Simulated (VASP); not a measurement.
# Mg (I4/mmm) in VASP: further runs, part 2 of 2

VASP 6.6.1. The steps go on from the part before.

**3. Electric field gradients, PBEsol (volume scaled by 0.975)**

The input, INCAR:

```
PREC = Accurate
ENCUT = 520
EDIFF = 1E-8
ISMEAR = -1
SIGMA = 0.05
LREAL = F
LASPH = T
NELM = 100
ALGO = Normal
ISIF = 2
LWAVE = F
LCHARG = F
GGA = PS
LEFG = T
NBANDS = 7
```

The input, KPOINTS:

```
Automatic mesh
0
Gamma
  15 15 15
```

The input, POSCAR:

```
Mg
1.0
   -1.8205623994      1.8205623994      1.6652907139
    1.8205623994     -1.8205623994      1.6652907139
    1.8205623994      1.8205623994     -1.6652907139
Mg
1
Direct
    0.0000000000      0.0000000000      0.0000000000
```

Potentials or basis: VASP PAW PBE potentials, release 64 (Mg).

On the command line:

```bash
> cat potpaw_PBE.64/Mg/POTCAR > POTCAR
> mpirun -np 1 vasp_std > vasp.out
```

OUTCAR:

```text
PREC = Accurate
   ENCUT = 520
   EDIFF = 1E-8
   ISMEAR = -1
   LREAL = F
   LASPH = T
   NELM = 100
   ISIF = 2
   GGA = PS

 ion  position               nearest neighbor table
   1  0.000  0.000  0.000-

  LATTYP: Found a body centered tetragonal cell.
 ALAT       =     3.6411247988
 C/A-ratio  =     0.9147122419

  Lattice vectors:

 A1 = (  -1.8205623994,   1.8205623994,   1.6652907139)
 A2 = (   1.8205623994,  -1.8205623994,   1.6652907139)
 A3 = (   1.8205623994,   1.8205623994,  -1.6652907139)

[... 443 lines left out ...]
    total drift:                                0.000000      0.000000      0.000000

  FREE ENERGIE OF THE ION-ELECTRON SYSTEM (eV)
  ---------------------------------------------------
  free  energy   TOTEN  =        -1.6922790037 eV

  energy  without entropy=       -1.6876880340  energy(sigma->0) =       -1.68998352

 Electric field gradients (V/A^2)
---------------------------------------------------------------------
 ion       V_xx      V_yy      V_zz      V_xy      V_xz      V_yz
---------------------------------------------------------------------
   1       1.172     1.172    -2.344    -0.000    -0.000    -0.000
---------------------------------------------------------------------

 Electric field gradients after diagonalization (V/A^2)
 (convention: |V_zz| > |V_xx| > |V_yy|)
----------------------------------------------------------------------
 ion       V_xx      V_yy      V_zz     asymmetry (V_yy - V_xx)/ V_zz
----------------------------------------------------------------------
   1       1.172     1.172    -2.344       0.000
----------------------------------------------------------------------

           NMR quadrupolar parameters

 Cq : quadrupolar parameter    Cq=e*Q*V_zz/h
 eta: asymmetry parameters     (V_yy - V_xx)/ V_zz
 Q  : nuclear electric quadrupole moment in mb (millibarn)
----------------------------------------------------------------------
 ion       Cq(MHz)       eta       Q (mb)
----------------------------------------------------------------------
   1      -0.006       0.000       1.000
----------------------------------------------------------------------
```

stdout:

```text
POSCAR found type information on POSCAR Mg
 POSCAR found :  1 types and       1 ions
 scaLAPACK will be used
 -----------------------------------------------------------------------------
|                                                                             |
|                                                                             |
|     You enforced a specific xc type in the INCAR file but a different       |
|     I HOPE YOU KNOW WHAT YOU ARE DOING!                                     |
|                                                                             |
 -----------------------------------------------------------------------------

 LDA part: xc-table for (Slater+PW92), standard interpolation
 POSCAR, INCAR and KPOINTS ok, starting setup
 FFT: planning ... GRIDC
 FFT: planning ... GRID_SOFT
 FFT: planning ... GRID
 WAVECAR not read
 entering main loop
ion   1
```

It took 16 s on 1 thread of Intel Xeon 6975P-C (Granite Rapids), shared host; peak memory 0.16 GiB.

What came out:

```
Free energy            : -1.6923 eV
Pressure               : 0.8 GPa
Band gap on the k mesh : zero (band 1 reaches 6.15 eV, above the bottom of band 2 at 1.57 eV)
```

Electric field gradients, principal values (V/Å²):
| atom | least | middle | greatest (by size) |
| --- | --- | --- | --- |
| 1 Mg | 1.172 | 1.172 | -2.344 |

Caveat: the cell differs from its parent crystal (volume scaled by 0.975); without QUAD_EFG the Cq values of the log hold for a quadrupole moment of 1 mb, not for the nuclei; the PAW data sets were made with another functional, which shifts forces and pressure a little.

**4. Electric field gradients, PBEsol**

This run uses another cell than the first one, of 22.64 Å³/atom, 1.053 times its volume.

The input, INCAR:

```
PREC = Accurate ; ENCUT = 520
EDIFF = 1E-8 ; ISMEAR = -1
SIGMA = 0.05 ; LREAL = False
LASPH = True ; NELM = 80
ALGO = Normal ; ISIF = 2
LWAVE = False ; LCHARG = False
GGA = PS ; LEFG = True
NBANDS = 7
```

KPOINTS is that of step 3.

The input, POSCAR:

```
Mg
1.0
   -1.8359916300      1.8359916300      1.6794040200
    1.8359916300     -1.8359916300      1.6794040200
    1.8359916300      1.8359916300     -1.6794040200
Mg
1
Direct
    0.0000000000      0.0000000000      0.0000000000
```

Potentials or basis: VASP PAW PBE potentials, release 64 (Mg).

On the command line:

```bash
> cat potpaw_PBE.64/Mg/POTCAR > POTCAR
> mpirun -np 1 vasp_std > vasp.out
```

OUTCAR:

```text
PREC = Accurate
   ENCUT = 520
   EDIFF = 1E-8
   ISMEAR = -1
   LREAL = False
   LASPH = True
   NELM = 80
   ISIF = 2
   GGA = PS

 ion  position               nearest neighbor table
   1  0.000  0.000  0.000-

  LATTYP: Found a body centered tetragonal cell.
 ALAT       =     3.6719832600
 C/A-ratio  =     0.9147122419

  Lattice vectors:

 A1 = (  -1.8359916300,   1.8359916300,   1.6794040200)
[... 445 lines left out ...]
 -----------------------------------------------------------------------------------
    total drift:                                0.000000     -0.000000     -0.000000

  FREE ENERGIE OF THE ION-ELECTRON SYSTEM (eV)
  ---------------------------------------------------
  free  energy   TOTEN  =        -1.6932297591 eV

  energy  without entropy=       -1.6885589674  energy(sigma->0) =       -1.69089436

 Electric field gradients (V/A^2)
---------------------------------------------------------------------
 ion       V_xx      V_yy      V_zz      V_xy      V_xz      V_yz
---------------------------------------------------------------------
   1       1.133     1.133    -2.266    -0.000    -0.000    -0.000
---------------------------------------------------------------------

 Electric field gradients after diagonalization (V/A^2)
 (convention: |V_zz| > |V_xx| > |V_yy|)
----------------------------------------------------------------------
 ion       V_xx      V_yy      V_zz     asymmetry (V_yy - V_xx)/ V_zz
----------------------------------------------------------------------
   1       1.133     1.133    -2.266       0.000
----------------------------------------------------------------------

           NMR quadrupolar parameters

 Cq : quadrupolar parameter    Cq=e*Q*V_zz/h
 eta: asymmetry parameters     (V_yy - V_xx)/ V_zz
 Q  : nuclear electric quadrupole moment in mb (millibarn)
----------------------------------------------------------------------
 ion       Cq(MHz)       eta       Q (mb)
----------------------------------------------------------------------
   1      -0.005       0.000       1.000
----------------------------------------------------------------------
```

stdout:

```text
POSCAR found type information on POSCAR Mg
 POSCAR found :  1 types and       1 ions
 scaLAPACK will be used
 -----------------------------------------------------------------------------
|                                                                             |
|                                                                             |
|     You enforced a specific xc type in the INCAR file but a different       |
|     I HOPE YOU KNOW WHAT YOU ARE DOING!                                     |
|                                                                             |
 -----------------------------------------------------------------------------

 LDA part: xc-table for (Slater+PW92), standard interpolation
 POSCAR, INCAR and KPOINTS ok, starting setup
 FFT: planning ... GRIDC
 FFT: planning ... GRID_SOFT
 FFT: planning ... GRID
 WAVECAR not read
 entering main loop
ion   1
```

It took 15 s on 1 thread of Intel Xeon 6975P-C (Granite Rapids), shared host; peak memory 0.16 GiB.

What came out:

| Property | Result |
| --- | --- |
| Free energy | -1.6932 eV |
| Pressure | -0.2 GPa |
| Band gap on the k mesh | zero (band 1 reaches 5.95 eV, above the bottom of band 2 at 1.44 eV) |

Electric field gradients, principal values (V/Å²):
| atom | least | middle | greatest (by size) |
| --- | --- | --- | --- |
| 1 Mg | 1.133 | 1.133 | -2.266 |

Caveat: without QUAD_EFG the Cq values of the log hold for a quadrupole moment of 1 mb, not for the nuclei; the PAW data sets were made with another functional, which shifts forces and pressure a little.

**5. Overview**

| cell | gap on the mesh (eV) | pressure (GPa) |
| --- | --- | --- |
| a = 3.040 Å, angles 107.2, 107.2, 114.2°, 1 atom | none | 1.8 |
| a = 3.066 Å, angles 107.2, 107.2, 114.2°, 1 atom | none | 0.8 |
| a = 3.092 Å, angles 107.2, 107.2, 114.2°, 1 atom | none | -0.2 |

Alike in all rows: task electric field gradients; level PBEsol; potentials or basis VASP PAW PBE potentials, release 64 (Mg); no spin polarisation; k mesh 15 × 15 × 15; cutoff (eV) 520; smearing fermi-dirac 0.05 eV.

Caveats: the PAW data sets were made with another functional, which shifts forces and pressure a little.

Total energies depend on the potentials used, so only differences within one code and one set of settings carry meaning.
